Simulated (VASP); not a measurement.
Write the native input for VASP 6.6.1 that does the following.

| Quantity | Value |
| --- | --- |
| Task | single point |
| Functional | PBE |
| Potentials or basis | VASP PAW PBE potentials, release 64 (Gd) |
| Cutoff | 520 eV |
| k mesh | 15 × 15 × 15 |
| Occupations | fermi-dirac, width 0.08 eV |
| Spin | collinear spin, ferromagnetic start |
| Starting moments | [7.0] μB |
| Dipole correction | no |
| Further INCAR settings | ALGO = Normal; EDIFF = 1e-06; NBANDS = 19 |

The structure of Gd lies in POSCAR:

```
Gd
1.0
   -1.6310428729      1.6310428729      1.6310428729
    1.6310428729     -1.6310428729      1.6310428729
    1.6310428729      1.6310428729     -1.6310428729
Gd
1
Direct
    0.0000000000      0.0000000000      0.0000000000
```

This isn't the form of Gd at room conditions, which is hcp.

These files were run (other wordings do the same):

INCAR

```
SYSTEM = Gd
  ALGO = Normal
  EDIFF = 1E-6
  ENCUT = 520
  GGA = PE
  ISIF = 2
  ISMEAR = -1
  ISPIN = 2
  LASPH = .True.
  LCHARG = .False.
  LMAXMIX = 6
  LORBIT = 11
  LREAL = .False.
  LWAVE = .False.
  MAGMOM = 7
  NBANDS = 19
  NELM = 150
  PREC = Accurate
  SIGMA = 0.08
```

KPOINTS

```
k-points
0
Gamma
  15 15 15
  0 0 0
```

Potentials or basis: VASP PAW PBE potentials, release 64 (Gd).

The run is started by

```console
$ cat potpaw_PBE.64/Gd/POTCAR > POTCAR
$ mpirun -np 1 vasp_std > vasp.out
```

It gave:

| Property | Result |
| --- | --- |
| Pressure | 60.7 GPa |
| Net moment | 7.27 μB per cell |
| Site moments | Gd +6.88 μB |
| Valence electrons inside the program's atomic spheres | Gd 15.79 |

Caveat: the cell stands under pressure.

It took 3.8 min on 1 thread of Oxide Virtual Turin-like Processor, with other jobs on the host, peak memory 0.18 GiB.
